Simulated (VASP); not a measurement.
Here is a VASP 6.6.1 calculation.

INCAR

```
SYSTEM = Cu
ALGO = Normal ; EDIFF = 1E-6
ENCUT = 600 ; GGA = RP
GGA_COMPAT = .False. ; ISIF = 2
ISMEAR = -1 ; IVDW = 12
LASPH = .True. ; LCHARG = .False.
LREAL = .False. ; LWAVE = .False.
NBANDS = 12 ; NELM = 120
PREC = Accurate ; SIGMA = 0.05
```

KPOINTS

```
k-points
0
Gamma
  13 13 13
  0 0 0
```

File POSCAR:

```
Cu
1.0
    0.0000000000      1.8075000000      1.8075000000
    1.8075000000      0.0000000000      1.8075000000
    1.8075000000      1.8075000000      0.0000000000
Cu
1
Direct
    0.0000000000      0.0000000000      0.0000000000
```

Potentials or basis: VASP PAW PBE potentials, release 64 (Cu).

Run with:

```bash
$ cat potpaw_PBE.64/Cu/POTCAR > POTCAR
$ mpirun -np 1 vasp_std > vasp.out
```

(1) What does it give for the pressure?

(2) What does it give for the dispersion energy per atom?

Results:

(1) -31.9 GPa.

(2) -2.879 eV.

Caveat: the PAW data sets were made with another functional, which shifts forces and pressure a little; pairwise dispersion overbinds metals, which lowers pressure and volume.
